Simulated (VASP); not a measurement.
Here is a VASP 6.6.1 calculation.

The input INCAR:

```
PREC = Accurate ; ENCUT = 520
EDIFF = 1E-6 ; ISMEAR = -1
SIGMA = 0.02 ; LREAL = False
LASPH = True ; NELM = 100
ALGO = Normal ; ISIF = 2
LWAVE = False ; LCHARG = False
GGA = PE ; NBANDS = 46
```

KPOINTS

```
regular mesh
0
Gamma
  12 12 2
```

The input POSCAR:

```
BiB
1.0
    3.8734501216      0.0000000000      0.0000000000
   -1.9367250608      3.3545062056      0.0000000000
    0.0000000000      0.0000000000     12.7116731575
B Bi
4 4
Direct
    0.0000000000      0.0000000000      0.0006693825
    0.3333333333      0.6666666667      0.2494353199
    0.0000000000      0.0000000000      0.5006693825
    0.6666666667      0.3333333333      0.7494353199
    0.0000000000      0.0000000000      0.1870769989
    0.3333333333      0.6666666667      0.4378182986
    0.0000000000      0.0000000000      0.6870769989
    0.6666666667      0.3333333333      0.9378182986
```

Potentials or basis: VASP PAW PBE potentials, release 64 (B, Bi_d).

Run with:

```bash
$ cat potpaw_PBE.64/B/POTCAR potpaw_PBE.64/Bi_d/POTCAR > POTCAR
$ mpirun -np 1 vasp_std > vasp.out
```

Problem. Predict the pressure.

Solution. 1.3 GPa.

Problem. What does it give for the largest force?

Solution. 0.007 eV/Å.

Forces in eV/Å, atoms in the order of the input:
```
B    0.000  0.000 -0.007
B    0.000  0.000  0.004
B    0.000  0.000 -0.007
B    0.000  0.000  0.004
Bi   0.000  0.000  0.004
Bi   0.000  0.000 -0.002
Bi   0.000  0.000  0.004
Bi   0.000  0.000 -0.002
```
